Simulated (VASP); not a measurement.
# C in VASP: single point with PBE

Aim: the single point of C with PBE.

Program: VASP 6.6.1. These are calculated values, not measurements. Logs are shortened: lines on timing, memory, paths and dates and some standing lists are left out, and cuts for length are marked.

### 1 The cell of the first run

The cell holds a cluster in a box, 1 atom: a = 10.000 Å, b = 10.000 Å, c = 10.000 Å, α = 90.00°, β = 90.00°, γ = 90.00°.

### 2 Single point, PBE, collinear spin, ferromagnetic start

INCAR reads:

```
PREC     = Accurate       # precision mode
ENCUT    = 520            # plane-wave cutoff, eV
EDIFF    = 1E-6           # SCF threshold, eV
ISMEAR   = -1             # smearing method
SIGMA    = 0.1            # smearing width, eV
LREAL    = False          # projectors in reciprocal space
LASPH    = True           # aspherical terms in the spheres
NELM     = 200            # most SCF steps
ALGO     = Normal         # electronic algorithm
ISIF     = 2              # what is computed and relaxed
LWAVE    = False          # write WAVECAR
LCHARG   = False          # write CHGCAR
ISPIN    = 2              # spin polarisation
MAGMOM   = 2              # initial moments
LORBIT   = 11             # projections on sites
GGA      = PE             # functional
NBANDS   = 12             # bands
GGA_COMPAT= False
```

KPOINTS reads:

```
regular mesh
0
Gamma
  1 1 1
```

POSCAR reads:

```
C
1.0
   10.0000000000      0.0000000000      0.0000000000
    0.0000000000     10.0000000000      0.0000000000
    0.0000000000      0.0000000000     10.0000000000
C
1
Direct
    0.0000000000      0.0000000000      0.0000000000
```

Potentials or basis: VASP PAW PBE potentials, release 64 (C).

On the command line:

```bash
$ cat potpaw_PBE.64/C/POTCAR > POTCAR
$ mpirun -np 1 vasp_gam > vasp.out
```

OUTCAR:

```text
PREC = Accurate
   ENCUT = 520
   EDIFF = 1E-6
   ISMEAR = -1
   LREAL = False
   LASPH = True
   NELM = 200
   ISIF = 2
   ISPIN = 2
   LORBIT = 11
   GGA = PE

 ion  position               nearest neighbor table
   1  0.000  0.000  0.000-

  LATTYP: Found a simple cubic cell.
 ALAT       =    10.0000000000

  Lattice vectors:

 A1 = (  10.0000000000,   0.0000000000,   0.0000000000)
 A2 = (   0.0000000000,  10.0000000000,   0.0000000000)
 A3 = (   0.0000000000,   0.0000000000,  10.0000000000)

Analysis of symmetry for initial positions (statically):
=====================================================================
 Subroutine PRICEL returns:
 Original cell was already a primitive cell.

 Routine SETGRP: Setting up the symmetry group for a
 simple cubic supercell.

 Subroutine GETGRP returns: Found 48 space group operations
 (whereof 48 operations were pure point group operations)
 out of a pool of 48 trial point group operations.

The static configuration has the point symmetry O_h .

Analysis of symmetry for dynamics (positions and initial velocities):
=====================================================================
 Subroutine PRICEL returns:
 Original cell was already a primitive cell.

 Routine SETGRP: Setting up the symmetry group for a
 simple cubic supercell.

 Subroutine GETGRP returns: Found 48 space group operations
 (whereof 48 operations were pure point group operations)
 out of a pool of 48 trial point group operations.

The dynamic configuration has the point symmetry O_h .

Analysis of structural, dynamic, and magnetic symmetry:
=====================================================================
 Subroutine PRICEL returns:
 Original cell was already a primitive cell.

 Routine SETGRP: Setting up the symmetry group for a
 simple cubic supercell.

 Subroutine GETGRP returns: Found 48 space group operations
 (whereof 48 operations were pure point group operations)
 out of a pool of 48 trial point group operations.

The overall configuration has the point symmetry O_h .

 Subroutine INISYM returns: Found 48 space group operations
 (whereof 48 operations are pure point group operations),
 and found     1 'primitive' translations

----------------------------------------------------------------------------------------

                                     Primitive cell

  volume of cell :    1000.0000
[... 78 lines left out ...]
   ISMEAR =    -1;   SIGMA  =   0.10  broadening in eV -4-tet -1-fermi 0-gaus
   EFERMI_NEDOS =   21; number of points for ismear=-14 and -15
   IALGO  =     38    algorithm
   IMIX   =      4    mixing-type and parameters
     AMIX     =   0.40;   BMIX     =  1.00
     AMIX_MAG =   1.60;   BMIX_MAG =  1.00
  volume/ion in A,a.u.               =    1000.00      6748.33
  Fermi-wavevector in a.u.,A,eV,Ry     =   0.259873  0.491089  0.918857  0.067534
  Thomas-Fermi vector in A             =   1.087013
   LORBIT       =     11    0 simple, 1 ext, 2 COOP (PROOUT), +10 PAW based schemes
   GGA     = PE    functional components
   LHFCALC =     F    Hartree Fock is set to
   AEXX    =    0.0000 exact exchange contribution
   IVDW    =     0    specifies the selected vdW correction
   LEPSILON=     F    determine dielectric tensor
   LRPA    =     F    only Hartree local field effects (RPA)
 spin polarized calculation
  energy-cutoff  :      520.00
  volume of cell :     1000.00
 maximum number of plane-waves:     13481
 NGX is ok and might be reduce to    80
   NGX = 37   NGY = 37   NGZ = 37

 number of electron       4.0000000 magnetization       2.0000001

 Free energy of the ion-electron system (eV)
  ---------------------------------------------------
  ext. energy  EPLUGINS =         0.00000000
  ---------------------------------------------------
  free energy    TOTEN  =        -1.43380682 eV

  energy without entropy =       -1.24285257  energy(sigma->0) =       -1.33832970

 E-fermi :  -5.9251     XC(G=0):  -0.5284

 val. band max:       -5.9944293712   @ k =   0.0000   0.0000   0.0000
 cond. band min:      -3.5091710071   @ k =   0.0000   0.0000   0.0000
 fundamental gap:      2.4852583641
 Fermi energy:        -5.9251146532

 spin component 1

 k-point     1 :       0.0000    0.0000    0.0000
  band No.  band energies     occupation
      1     -14.5422      1.00000
      2      -5.9944      0.66667
      3      -5.9944      0.66667
      4      -5.9944      0.66667
      5      -0.4740      0.00000
      6       1.0221      0.00000
      7       1.0221      0.00000
      8       1.0221      0.00000
      9       1.1409      0.00000
     10       1.1933      0.00000
     11       1.1933      0.00000
     12       2.3261      0.00000
 Fermi energy:        -5.9251146532

 spin component 2

 k-point     1 :       0.0000    0.0000    0.0000
  band No.  band energies     occupation
      1     -11.7830      1.00000
      2      -3.5092      0.00000
      3      -3.5092      0.00000
      4      -3.5092      0.00000
      5      -0.0660      0.00000
      6       1.4537      0.00000
      7       1.4695      0.00000
      8       1.4695      0.00000
      9       1.4695      0.00000
     10       1.4754      0.00000
     11       1.4754      0.00000
     12       2.7721      0.00000

------------------------ aborting loop because EDIFF is reached ----------------------------------------

  FORCE on cell =-STRESS in cart. coord.  units (eV):
  Direction    XX          YY          ZZ          XY          YZ          ZX
  --------------------------------------------------------------------------------------
  -------------------------------------------------------------------------------------
  Total       -0.0066802     -0.0066802     -0.0066802     -0.0000000     -0.0000000      0.0000000
  in kB       -0.0107028     -0.0107028     -0.0107028     -0.0000000     -0.0000000      0.0000000
  external PRESSURE =      -0.0107028 kB  Pullay stress =       0.0000000 kB

 VOLUME and BASIS-vectors are now :
 -----------------------------------------------------------------------------
  energy-cutoff  :      520.00
  volume of cell :     1000.00
      direct lattice vectors                 reciprocal lattice vectors
    10.000000000  0.000000000  0.000000000     0.100000000  0.000000000  0.000000000
     0.000000000 10.000000000  0.000000000     0.000000000  0.100000000  0.000000000
     0.000000000  0.000000000 10.000000000     0.000000000  0.000000000  0.100000000

 POSITION                                       TOTAL-FORCE (eV/Angst)
 -----------------------------------------------------------------------------------
      0.00000      0.00000      0.00000         0.000000      0.000000      0.000000
 -----------------------------------------------------------------------------------
    total drift:                               -0.000000     -0.000000     -0.000000

  FREE ENERGIE OF THE ION-ELECTRON SYSTEM (eV)
  ---------------------------------------------------
  free  energy   TOTEN  =        -1.4338068241 eV

  energy  without entropy=       -1.2428525734  energy(sigma->0) =       -1.33832970

 total charge

# of ion       s       p       d       tot
------------------------------------------
    1        1.047   0.953   0.000   2.000

 magnetization (x)

# of ion       s       p       d       tot
------------------------------------------
    1        0.035   0.953   0.000   0.988
```

OSZICAR:

```text
N       E                     dE             d eps       ncg     rms          rms(c)
DAV:   1     0.117406948542E+02    0.11741E+02   -0.56304E+02    48   0.127E+02
DAV:   2     0.398117102575E+01   -0.77595E+01   -0.76279E+01    88   0.159E+01
[... 12 lines left out ...]
DAV:  15    -0.143368550536E+01   -0.49728E-04   -0.33583E-06    48   0.339E-03    0.712E-04
DAV:  16    -0.143375597423E+01   -0.70469E-04   -0.12251E-06    48   0.243E-03    0.520E-04
DAV:  17    -0.143378795118E+01   -0.31977E-04   -0.47512E-07    48   0.153E-03    0.399E-04
DAV:  18    -0.143380035841E+01   -0.12407E-04   -0.27704E-07    48   0.128E-03    0.235E-04
DAV:  19    -0.143380607449E+01   -0.57161E-05   -0.18001E-07    48   0.103E-03    0.159E-04
DAV:  20    -0.143380682410E+01   -0.74961E-06   -0.25086E-08    48   0.349E-04
   1 F= -.14338068E+01 E0= -.13383297E+01  d E =-.190954E+00  mag=     2.0000
```

stdout:

```text
POSCAR found type information on POSCAR C
 POSCAR found :  1 types and       1 ions
 scaLAPACK will be used
 LDA part: xc-table for (Slater+PW92), standard interpolation
 POSCAR, INCAR and KPOINTS ok, starting setup
 FFT: planning ... GRIDC
 FFT: planning ... GRID_SOFT
 FFT: planning ... GRID
 WAVECAR not read
 entering main loop
```

Run time: 3.8 min. Hardware: 1 thread of Intel Xeon 8259CL, shared host; peak memory 1.2 GiB.

What came out:

```
Free energy                                           : -1.4338 eV
Gap between the frontier levels                       : zero (filled and empty bands touch)
Net moment                                            : 2.00 μB per cell
Site moments                                          : C +0.99 μB
Valence electrons inside the program's atomic spheres : C 2.00
```

Levels at points of the mesh, in eV from the Fermi level:
Spin up:
| k point | band 1 | band 2 | band 3 | band 4 | band 5 | band 6 | band 7 | band 8 | band 9 |
| --- | --- | --- | --- | --- | --- | --- | --- | --- | --- |
| (0.00, 0.00, 0.00) | -8.62 | -0.07 | -0.07 | -0.07 | 5.45 | 6.95 | 6.95 | 6.95 | 7.07 |
Spin down:
| k point | band 1 | band 2 | band 3 | band 4 |
| --- | --- | --- | --- | --- |
| (0.00, 0.00, 0.00) | -5.86 | 2.42 | 2.42 | 2.42 |
